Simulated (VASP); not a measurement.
A run of VASP 6.6.1 is set up as follows.

File INCAR:

```
SYSTEM = Cu2O5
PREC = Accurate
ENCUT = 520
EDIFF = 1E-7
ISMEAR = -1
SIGMA = 0.06122561905347299
LREAL = .FALSE.
LASPH = .TRUE.
NELM = 60
ALGO = Normal
ISIF = 2
LWAVE = .FALSE.
LCHARG = .TRUE.
GGA = PE
LELF = .TRUE.
LVHAR = .TRUE.
NBANDS = 65
```

KPOINTS

```
Automatic mesh
0
G
  11 11 11
  0 0 0
```

The input POSCAR:

```
Cu2O5
1.0
    4.9778195906      0.0000000000      0.0000000000
    0.0000000000      4.9778195906      0.0000000000
    0.0000000000      0.0000000000      4.9778195906
Cu O
4 10
Direct
    0.0000000000      0.0000000000      0.0000000000
    0.5000000000      0.5000000000      0.0000000000
    0.5000000000      0.0000000000      0.5000000000
    0.0000000000      0.5000000000      0.5000000000
    0.5000000000      0.0000000000      0.0000000000
    0.0000000000      0.5000000000      0.0000000000
    0.0000000000      0.0000000000      0.5000000000
    0.5000000000      0.5000000000      0.5000000000
    0.7500000000      0.7500000000      0.2500000000
    0.7500000000      0.2500000000      0.7500000000
    0.2500000000      0.7500000000      0.7500000000
    0.7500000000      0.2500000000      0.2500000000
    0.2500000000      0.7500000000      0.2500000000
    0.2500000000      0.2500000000      0.7500000000
```

Potentials or basis: VASP PAW PBE potentials, release 64 (Cu, O).

The run is started by

```sh
$ cat potpaw_PBE.64/Cu/POTCAR potpaw_PBE.64/O/POTCAR > POTCAR
$ mpirun -np 1 vasp_std > vasp.out
```

Q: Predict the band gap on the k mesh.

A: Zero (bands 52 and 53 overlap by 0.49 eV).

Q: Estimate the pressure.

A: 7.1 GPa.

Caveat: the cell stands under pressure; semilocal functionals often make such compounds metallic where correlation or magnetic order opens a gap, which also shifts bond lengths. With open d or f shells a metallic result of PBE can be an artefact of self-interaction; +U or a hybrid may open a gap.
